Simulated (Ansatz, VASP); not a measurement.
## Two plane-wave programs on KNaF2

POSCAR

```
KNaF2
1.0
    1.7215714668      0.9939497499      5.7567587484
   -1.7215714668      0.9939497499      5.7567587484
    0.0000000000     -1.9878994994      5.7567587484
Na K F
1 1 2
Direct
    1.0000000000      0.0000000000      0.0000000000
    0.5000000000      0.5000000000      0.5000000000
    0.2610994597      0.2610994597      0.2610994597
    0.7389005403      0.7389005403      0.7389005403
```

Contents of INCAR.step1:

```
SYSTEM = KNaF2
PREC = Accurate ; ENCUT = 520
ISMEAR = 0 ; SIGMA = 0.01
LREAL = .FALSE. ; LASPH = .TRUE.
NELM = 80 ; NBANDS = 23
GGA = PE ; ALGO = Normal
EDIFF = 1E-4 ; LWAVE = .TRUE.
LCHARG = .FALSE.
```

The input INCAR.step2:

```
SYSTEM = KNaF2
PREC = Accurate ; ENCUT = 520
EDIFF = 1E-6 ; ISMEAR = 0
SIGMA = 0.01 ; LREAL = .FALSE.
LASPH = .TRUE. ; NELM = 80
ALGO = Normal ; ISIF = 2
LWAVE = .FALSE. ; LCHARG = .FALSE.
METAGGA = R2SCAN ; LMIXTAU = .TRUE.
NBANDS = 23 ; ISTART = 1
```

Contents of KPOINTS:

```
regular mesh
0
G
  8 8 8
  0 0 0
```

Input for Ansatz:

```yaml
crystal:
  lattice:
    - [1.7215714668, 0.9939497499, 5.7567587484]
    - [-1.7215714668, 0.9939497499, 5.7567587484]
    - [0.0, -1.9878994994, 5.7567587484]
  atoms:
    - { symbol: Na, position: [1.0, 0.0, 0.0] }
    - { symbol: K, position: [0.5, 0.5, 0.5] }
    - { symbol: F, position: [0.2610994597, 0.2610994597, 0.2610994597] }
    - { symbol: F, position: [0.7389005403, 0.7389005403, 0.7389005403] }
kpoints:
  mp_grid: { grid: [8, 8, 8] }
hamiltonian:
  xc: r2scan
scf:
  occupations: { method: fixed }
  n_extra_bands: 5
output:
  forces: true
  stress: true
  eigenvalues: true
```

Alike in both runs: task single point; functional r2SCAN; k mesh 8 × 8 × 8; no spin polarisation.

|  | VASP | Ansatz |
| --- | --- | --- |
| version | VASP 6.6.1 | Ansatz 0.2.0 |
| potentials or method | VASP PAW PBE potentials, release 64 (Na_pv, K_sv, F) | plane waves, PAW |
| plane-wave cutoff (eV) | 520 | 500 |
| occupations | gaussian, width 0.01 eV | fixed |
| valence electrons in the cell | 30 | 32 |

Ansatz gave:

| Quantity | Value |
| --- | --- |
| gap on the k mesh at the Fermi level (eV) | 7.15 |
| pressure (GPa) | 1.5 |
| traceless stress, the component that is largest in VASP (GPa) | 0.13 |
| rms of the force components (eV/Å) | 0.017 |

Task: Estimate VASP's values.

Result: gap on the k mesh at the Fermi level (eV): 7.17; pressure (GPa): 1.3; traceless stress, the component that is largest in VASP (GPa): 0.20; rms of the force components (eV/Å): 0.032.

VASP's potentials were made for PBE, not for r2SCAN. Atom by atom the forces differ by 0.015 eV/Å (rms over components). VASP's potentials hold 30 valence electrons a cell and Ansatz's 32, so a difference there can come from the potentials and not from the codes.
